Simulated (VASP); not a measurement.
Set up this calculation in VASP 6.6.1, as the native input.

```
Task                   : relaxation of cell and atoms
Functional             : PBE
Potentials or basis    : VASP PAW PBE potentials, release 64 (K_sv, Al, Nb_sv)
Cutoff                 : 600 eV
k mesh                 : 4 × 4 × 4
Occupations            : gaussian, width 0.1 eV
Spin                   : no spin polarisation
Dipole correction      : no
Further INCAR settings : ALGO = Normal; EDIFF = 1e-07; IBRION = 2; EDIFFG = -0.04; NSW = 90; ISIF = 3
```

The structure of KNbAl4 lies in POSCAR:

```
KNbAl4
1.0
    0.0000000000      3.7524195300      3.7524195300
    3.7524195300      0.0000000000      3.7524195300
    3.7524195300      3.7524195300      0.0000000000
K Al Nb
1 4 1
Direct
    0.2500000000      0.2500000000      0.2500000000
    0.6258700000      0.6258700000      0.1223900000
    0.6258700000      0.1223900000      0.6258700000
    0.1223900000      0.6258700000      0.6258700000
    0.6258700000      0.6258700000      0.6258700000
    0.0000000000      0.0000000000      0.0000000000
```

These files were run (other wordings do the same):

INCAR

```
PREC = Accurate
ENCUT = 600
EDIFF = 1E-7
ISMEAR = 0
SIGMA = 0.1
LREAL = False
LASPH = True
NELM = 80
ALGO = Normal
ISIF = 3
LWAVE = False
LCHARG = False
GGA = PE
IBRION = 2
NSW = 90
EDIFFG = -0.04
```

KPOINTS

```
regular mesh
0
Gamma
  4 4 4
```

Potentials or basis: VASP PAW PBE potentials, release 64 (K_sv, Al, Nb_sv).

Run with:

```console
$ cat potpaw_PBE.64/K_sv/POTCAR potpaw_PBE.64/Al/POTCAR potpaw_PBE.64/Nb_sv/POTCAR > POTCAR
$ mpirun -np 1 vasp_std > vasp.out
```

It gave:

| Quantity | Value |
| --- | --- |
| Relaxed volume | 19.09 Å³/atom |
| Relaxed cell | a = 5.452 Å, b = 5.452 Å, c = 5.452 Å, α = 60.00°, β = 60.00°, γ = 60.00° |
| Space group after relaxing (to 0.05 Å) | F-43m (No. 216) |
| Energy gained by relaxing | 31.6 meV/atom |
| Ionic steps | 3 |
| Pressure after relaxing | 0.0 GPa |
| Largest force after relaxing | 0.025 eV/Å |
| Band gap on the k mesh | zero (band 17 reaches 6.54 eV, above the bottom of band 18 at 4.71 eV) |

Caveat: the k points lie up to 0.35 Å⁻¹ apart in the final cell.

Wall time 100 s on 1 thread of Intel(R) Xeon(R) Platinum 8488C (Sapphire Rapids), on a shared host, peak memory 0.27 GiB.
